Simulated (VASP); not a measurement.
# TaN (P-62m) in VASP: single point with LDA+U

Aim: the single point of TaN with LDA+U.

Everything below comes from runs of VASP 6.6.1. Logs are shortened: lines on timing, memory, paths and dates and some standing lists are left out, and cuts for length are marked.

## 1. The cell of the first run

It takes space group P-62m (No. 189, hexagonal). The conventional cell has a = 5.196 Å, b = 5.196 Å, c = 2.911 Å, α = 90.00°, β = 90.00°, γ = 120.00°. Within 3.0 Å of Ta (site symmetry -6) lie 6 N at 2.16 Å and 5 Ta at 2.91 to 3.00 Å. Ta (site symmetry -62m) has 3 N at 2.04 Å within 2.7 Å. N (site symmetry m2m) has 5 Ta at 2.04 to 2.16 Å and 6 N at 2.77 to 2.91 Å within 3.0 Å.

## 2. Single point, LDA+U, collinear spin

The input, INCAR:

```
PREC     = Accurate       # precision mode
ENCUT    = 700            # plane-wave cutoff, eV
EDIFF    = 1E-6           # SCF threshold, eV
ISMEAR   = 0              # smearing method
SIGMA    = 0.05           # smearing width, eV
LREAL    = False          # projectors in reciprocal space
LASPH    = True           # aspherical terms in the spheres
NELM     = 200            # most SCF steps
ALGO     = Normal         # electronic algorithm
ISIF     = 2              # what is computed and relaxed
LWAVE    = False          # write WAVECAR
LCHARG   = True           # write CHGCAR
ISPIN    = 2              # spin polarisation
MAGMOM   = 2 2 2 0 0 0    # initial moments
LORBIT   = 11             # projections on sites
LMAXMIX  = 4              # l up to which the mixer works
LDAU     = True           # DFT+U
LDAUTYPE = 2            
LDAUL    = 2 -1           # shell
LDAUU    = 8 0            # U, eV
LDAUJ    = 0 0          
LDAUPRINT= 1            
GGA      = CA             # functional
LELF     = True           # ELF
LVHAR    = True         
NBANDS   = 40             # bands
GGA_COMPAT= False
```

The input, KPOINTS:

```
Automatic mesh
0
Gamma
  4 4 6
```

The input, POSCAR:

```
TaN
1.0
    5.1960001500      0.0000000000      0.0000000000
   -2.5980000800      4.4998681300      0.0000000000
    0.0000000000      0.0000000000      2.9109996000
Ta N
3 3
Direct
    0.3333333333      0.6666666667      0.5000000000
    0.6666666667      0.3333333333      0.5000000000
    0.0000000000      0.0000000000      0.0000000000
    0.3928500000      0.0000000000      0.0000000000
    0.6071500000      0.6071500000      0.0000000000
    0.0000000000      0.3928500000      0.0000000000
```

Potentials or basis: VASP PAW LDA potentials, release 64 (Ta_sv_GW, N).

Started as:

```
$ cat potpaw_LDA.64/Ta_sv_GW/POTCAR potpaw_LDA.64/N/POTCAR > POTCAR
$ mpirun -np 1 vasp_std > vasp.out
```

OUTCAR:

```text
PREC = Accurate
   ENCUT = 700
   EDIFF = 1E-6
   ISMEAR = 0
   LREAL = False
   LASPH = True
   NELM = 200
   ISIF = 2
   ISPIN = 2
   LORBIT = 11
   GGA = CA

 ion  position               nearest neighbor table
   1  0.333  0.667  0.500-   6 2.16   6 2.16   5 2.16   5 2.16   4 2.16   4 2.16   2 3.00   2 3.00
                             2 3.00
   2  0.667  0.333  0.500-   6 2.16   6 2.16   4 2.16   4 2.16   5 2.16   5 2.16   1 3.00   1 3.00
                             1 3.00
   3  0.000  0.000  0.000-   5 2.04   4 2.04   6 2.04
   4  0.393  0.000  0.000-   3 2.04   2 2.16   2 2.16   1 2.16   1 2.16
   5  0.607  0.607  0.000-   3 2.04   1 2.16   1 2.16   2 2.16   2 2.16
   6  0.000  0.393  0.000-   3 2.04   2 2.16   2 2.16   1 2.16   1 2.16

  LATTYP: Found a hexagonal cell.
 ALAT       =     5.1960001500
 C/A-ratio  =     0.5602385520

  Lattice vectors:

 A1 = (   5.1960001500,   0.0000000000,   0.0000000000)
 A2 = (  -2.5980000800,   4.4998681300,   0.0000000000)
 A3 = (   0.0000000000,   0.0000000000,   2.9109996000)

Analysis of symmetry for initial positions (statically):
=====================================================================
 Subroutine PRICEL returns:
 Original cell was already a primitive cell.

 Routine SETGRP: Setting up the symmetry group for a
 hexagonal supercell.

 Subroutine GETGRP returns: Found 12 space group operations
 (whereof 12 operations were pure point group operations)
 out of a pool of 24 trial point group operations.

The static configuration has the point symmetry D_3h.

Analysis of symmetry for dynamics (positions and initial velocities):
=====================================================================
 Subroutine PRICEL returns:
 Original cell was already a primitive cell.

 Routine SETGRP: Setting up the symmetry group for a
 hexagonal supercell.

 Subroutine GETGRP returns: Found 12 space group operations
 (whereof 12 operations were pure point group operations)
 out of a pool of 24 trial point group operations.

The dynamic configuration has the point symmetry D_3h.

Analysis of structural, dynamic, and magnetic symmetry:
=====================================================================
 Subroutine PRICEL returns:
 Original cell was already a primitive cell.

 Routine SETGRP: Setting up the symmetry group for a
 hexagonal supercell.

 Subroutine GETGRP returns: Found 12 space group operations
 (whereof 12 operations were pure point group operations)
 out of a pool of 24 trial point group operations.

The overall configuration has the point symmetry D_3h.

 Subroutine INISYM returns: Found 12 space group operations
 (whereof 12 operations are pure point group operations),
 and found     1 'primitive' translations

----------------------------------------------------------------------------------------

                                     Primitive cell

  volume of cell :      68.0630

  direct lattice vectors                    reciprocal lattice vectors
     5.196000150  0.000000000  0.000000000     0.192455730  0.111114367  0.000000000
    -2.598000080  4.499868130  0.000000000     0.000000000  0.222228735  0.000000000
     0.000000000  0.000000000  2.910999600     0.000000000  0.000000000  0.343524609

  length of vectors
     5.196000150  5.196000154  2.910999600     0.222228735  0.222228735  0.343524609

  position of ions in fractional coordinates (direct lattice)
     0.333333333  0.666666667  0.500000000
     0.666666667  0.333333333  0.500000000
     0.000000000  0.000000000  0.000000000
     0.392850000  0.000000000  0.000000000
     0.607150000  0.607150000  0.000000000
     1.000000000  0.392850000  0.000000000

  ion indices of the primitive-cell ions
   primitive index   ion index
                 1           1
                 2           2
                 3           3
[... 58 lines left out ...]
   ISTART =      0    job   : 0-new  1-cont  2-samecut
   ICHARG =      2    charge: 1-file 2-atom 10-const
   ISPIN  =      2    spin polarized calculation?
   LNONCOLLINEAR =      F non collinear calculations
   LSORBIT =      F    spin-orbit coupling
   LASPH  =      T    aspherical Exc in radial PAW
   ENCUT  =  700.0 eV  51.45 Ry    7.17 a.u.  11.21 11.21  6.28*2*pi/ulx,y,z
   NELM   =    200;   NELMIN=  2; NELMDL= -5     # of ELM steps
   EDIFF  = 0.1E-05   stopping-criterion for ELM
   LREAL  =      F    real-space projection
   EDIFFG = 0.1E-04   stopping-criterion for IOM
   NSW    =      0    number of steps for IOM
   IBRION =     -1    ionic relax: 0-MD 1-quasi-New 2-CG
   NFREE  =      0    steps in history (QN), initial steepest desc. (CG)
   ISIF   =      2    stress and relaxation
   ISYM   =      2    0-nonsym 1-usesym 2-fastsym
   POTIM  = 0.5000    time-step for ionic-motion
   TEBEG  =    0.0;   TEEND  =   0.0 temperature during run
   PSTRESS=    0.0 pullay stress
   NELECT =      54.0000    total number of electrons
   NUPDOWN=      -1.0000    fix difference up-down
   EMIN   =  10.00;   EMAX   =-10.00  energy-range for DOS
   EFERMI =   0.00;   METHOD = LEGACY
   ISMEAR =     0;   SIGMA  =   0.05  broadening in eV -4-tet -1-fermi 0-gaus
   EFERMI_NEDOS =   21; number of points for ismear=-14 and -15
   IALGO  =     38    algorithm
   IMIX   =      4    mixing-type and parameters
     AMIX     =   0.40;   BMIX     =  1.00
     AMIX_MAG =   1.60;   BMIX_MAG =  1.00
  volume/ion in A,a.u.               =      11.34        76.55
  Fermi-wavevector in a.u.,A,eV,Ry     =   1.515546  2.863966 31.250936  2.296879
  Thomas-Fermi vector in A             =   2.625055
   LORBIT       =     11    0 simple, 1 ext, 2 COOP (PROOUT), +10 PAW based schemes
 LDA+U is selected, type is set to LDAUTYPE =  2
   angular momentum for each species LDAUL =     2   -1
   U (eV)           for each species LDAUU =   8.0  0.0
   J (eV)           for each species LDAUJ =   0.0  0.0
   GGA     = CA    functional components
   LHFCALC =     F    Hartree Fock is set to
   AEXX    =    0.0000 exact exchange contribution
   IVDW    =     0    specifies the selected vdW correction
   LEPSILON=     F    determine dielectric tensor
   LRPA    =     F    only Hartree local field effects (RPA)
 spin polarized calculation
 Gauss-broadening in eV      SIGMA  =   0.05
  energy-cutoff  :      700.00
  volume of cell :       68.06
 maximum number of plane-waves:      2892
 NGX is ok and might be reduce to    48
   NGX = 23   NGY = 23   NGZ = 13

 number of electron      54.0000000 magnetization       0.0460677

atom =   1  type =  1  l = 2

 onsite density matrix

spin component  1
[... 83 lines left out ...]
  o =  0.1574  v = -0.0000  0.5583 -0.0000  0.8296 -0.0000  0.0000  0.0000  0.0000  0.0000  0.0000      0.0000  0.0000  0.0000  0.0000  0.0000  0.0000  0.0000  0.0000  0.0000  0.0000
  o =  0.1574  v =  0.0000  0.8296 -0.0000 -0.5583  0.0000  0.0000  0.0000  0.0000  0.0000  0.0000      0.0000  0.0000  0.0000  0.0000  0.0000  0.0000  0.0000  0.0000  0.0000  0.0000
  o =  0.1575  v =  0.0000  0.0000  0.0000  0.0000  0.0000 -0.0000  0.5583  0.0000  0.8296  0.0000      0.0000  0.0000  0.0000  0.0000  0.0000  0.0000  0.0000  0.0000  0.0000  0.0000
  o =  0.1575  v =  0.0000  0.0000  0.0000  0.0000  0.0000  0.0000  0.8296  0.0000 -0.5583  0.0000      0.0000  0.0000  0.0000  0.0000  0.0000  0.0000  0.0000  0.0000  0.0000  0.0000
  o =  0.2071  v =  1.0000 -0.0000 -0.0000  0.0000 -0.0056  0.0000  0.0000  0.0000  0.0000  0.0000      0.0000  0.0000  0.0000  0.0000  0.0000  0.0000  0.0000  0.0000  0.0000  0.0000
  o =  0.2071  v =  0.0056  0.0000 -0.0000  0.0000  1.0000  0.0000  0.0000  0.0000  0.0000  0.0000      0.0000  0.0000  0.0000  0.0000  0.0000  0.0000  0.0000  0.0000  0.0000  0.0000
  o =  0.2071  v =  0.0000  0.0000  0.0000  0.0000  0.0000  0.9997  0.0000 -0.0000  0.0000 -0.0228      0.0000  0.0000  0.0000  0.0000  0.0000  0.0000  0.0000  0.0000  0.0000  0.0000
  o =  0.2071  v =  0.0000  0.0000  0.0000  0.0000  0.0000  0.0228 -0.0000 -0.0000 -0.0000  0.9997      0.0000  0.0000  0.0000  0.0000  0.0000  0.0000  0.0000  0.0000  0.0000  0.0000
  o =  0.3175  v = -0.0000 -0.0000 -1.0000  0.0000 -0.0000  0.0000  0.0000  0.0000  0.0000  0.0000      0.0000  0.0000  0.0000  0.0000  0.0000  0.0000  0.0000  0.0000  0.0000  0.0000
  o =  0.3176  v =  0.0000  0.0000  0.0000  0.0000  0.0000 -0.0000  0.0000 -1.0000  0.0000 -0.0000      0.0000  0.0000  0.0000  0.0000  0.0000  0.0000  0.0000  0.0000  0.0000  0.0000

 number of electron      54.0000000 magnetization      -0.0002476

 Free energy of the ion-electron system (eV)
  ---------------------------------------------------
  ext. energy  EPLUGINS =         0.00000000
  ---------------------------------------------------
  free energy    TOTEN  =       -60.83523818 eV

  energy without entropy =      -60.83201893  energy(sigma->0) =      -60.83362856

 E-fermi :  13.1829     XC(G=0): -13.6445

 val. band max:       12.7912587358   @ k =   0.0000   0.0000   0.3333
 cond. band min:      13.1980487704   @ k =   0.2500  -0.0000   0.1667
 fundamental gap:      0.4067900345
 Fermi energy:        13.1828616322

 spin component 1

 k-point     1 :       0.0000    0.0000    0.0000
  band No.  band energies     occupation
      1     -57.7355      1.00000
      2     -57.6910      1.00000
      3     -57.1315      1.00000
      4     -24.6721      1.00000
      5     -24.6721      1.00000
      6     -24.3342      1.00000
[... 661 lines left out ...]
     38      19.1942      0.00000
     39      19.4579      0.00000
 Fermi energy:        13.1828616322

 spin component 2

 k-point     1 :       0.0000    0.0000    0.0000
  band No.  band energies     occupation
      1     -57.7356      1.00000
      2     -57.6910      1.00000
      3     -57.1315      1.00000
      4     -24.6721      1.00000
      5     -24.6721      1.00000
      6     -24.3342      1.00000
[... 661 lines left out ...]
     38      19.1941      0.00000
     39      19.4578      0.00000
 [bands above 39 left out]

------------------------ aborting loop because EDIFF is reached ----------------------------------------

  FORCE on cell =-STRESS in cart. coord.  units (eV):
  Direction    XX          YY          ZZ          XY          YZ          ZX
  --------------------------------------------------------------------------------------
  -------------------------------------------------------------------------------------
  Total        6.8264474      6.8264474      8.1445310     -0.0000000     -0.0000000      0.0000000
  in kB      160.6919960    160.6919962    191.7191858     -0.0000002     -0.0000000      0.0000000
  external PRESSURE =     171.0343926 kB  Pullay stress =       0.0000000 kB

 VOLUME and BASIS-vectors are now :
 -----------------------------------------------------------------------------
  energy-cutoff  :      700.00
  volume of cell :       68.06
      direct lattice vectors                 reciprocal lattice vectors
     5.196000150  0.000000000  0.000000000     0.192455730  0.111114367  0.000000000
    -2.598000080  4.499868130  0.000000000     0.000000000  0.222228735  0.000000000
     0.000000000  0.000000000  2.910999600     0.000000000  0.000000000  0.343524609

 POSITION                                       TOTAL-FORCE (eV/Angst)
 -----------------------------------------------------------------------------------
     -0.00000      2.99991      1.45550        -0.000000     -0.000000     -0.000000
      2.59800      1.49996      1.45550         0.000000     -0.000000     -0.000000
      0.00000      0.00000      0.00000        -0.000000     -0.000000     -0.000000
      2.04125      0.00000      0.00000         0.490553     -0.000000      0.000000
      1.57738      2.73209      0.00000        -0.245276     -0.424831     -0.000000
     -1.02062      1.76777      0.00000        -0.245276      0.424831     -0.000000
 -----------------------------------------------------------------------------------
    total drift:                               -0.000000     -0.000001      0.000000

  FREE ENERGIE OF THE ION-ELECTRON SYSTEM (eV)
  ---------------------------------------------------
  free  energy   TOTEN  =       -60.8352381798 eV

  energy  without entropy=      -60.8320189320  energy(sigma->0) =      -60.83362856

 total charge

# of ion       s       p       d       f       tot
--------------------------------------------------
    1        3.194   6.085   2.027   0.143  11.449
    2        3.194   6.085   2.027   0.143  11.449
    3        3.442   6.069   2.054   0.101  11.667
    4        1.224   2.589   0.000   0.000   3.813
    5        1.224   2.589   0.000   0.000   3.813
    6        1.224   2.589   0.000   0.000   3.813
--------------------------------------------------
tot         13.504  26.007   6.107   0.386  46.005

 magnetization (x)

# of ion       s       p       d       f       tot
--------------------------------------------------
    1        0.000  -0.000  -0.000  -0.000  -0.000
    2        0.000  -0.000  -0.000  -0.000  -0.000
    3       -0.000  -0.000  -0.000  -0.000  -0.000
    4       -0.000   0.000   0.000   0.000   0.000
    5       -0.000   0.000   0.000   0.000   0.000
    6       -0.000   0.000   0.000   0.000   0.000
--------------------------------------------------
tot         -0.000   0.000  -0.000  -0.000  -0.000
```

Wall time 2.7 min (1 thread of Intel Xeon Platinum 8259CL at 2.50GHz (Skylake/Cascade Lake), shared host); peak memory 0.28 GiB.

What came out:

```yaml
Free_energy: -60.8352 eV
Pressure: 17.1 GPa
Largest_force: 0.491 eV/Å
Band_gap_on_the_k_mesh: zero (filled and empty bands overlap)
Net_moment: 0.00 μB per cell
Valence_electrons_inside_the_program's_atomic_spheres: Ta 11.45, 11.67 (each value once); N 3.81
```

Forces in eV/Å, atoms in the order of the input:
```
Ta   0.000  0.000  0.000
Ta   0.000  0.000  0.000
Ta   0.000  0.000  0.000
N    0.491  0.000  0.000
N   -0.245 -0.425  0.000
N   -0.245  0.425  0.000
```

Stress tensor (GPa, compression positive):
```
16.07  0.00  0.00
 0.00 16.07  0.00
 0.00  0.00 19.17
```

Eigenvalues of the final occupation matrices:
```tsv
site	spin	trace	eigenvalues
site 1 d	1	1.03	0.18 0.18 0.20 0.20 0.27
site 1 d	2	1.03	0.18 0.18 0.20 0.20 0.27
site 2 d	1	1.03	0.18 0.18 0.20 0.20 0.27
site 2 d	2	1.03	0.18 0.18 0.20 0.20 0.27
site 3 d	1	1.05	0.16 0.16 0.21 0.21 0.32
site 3 d	2	1.05	0.16 0.16 0.21 0.21 0.32
```

Caveat: the cell stands under pressure; spin-orbit coupling is left out, which moves the levels of the heavy elements.

The gap in the log of VASP goes by the Fermi energy; the results here count the filled bands.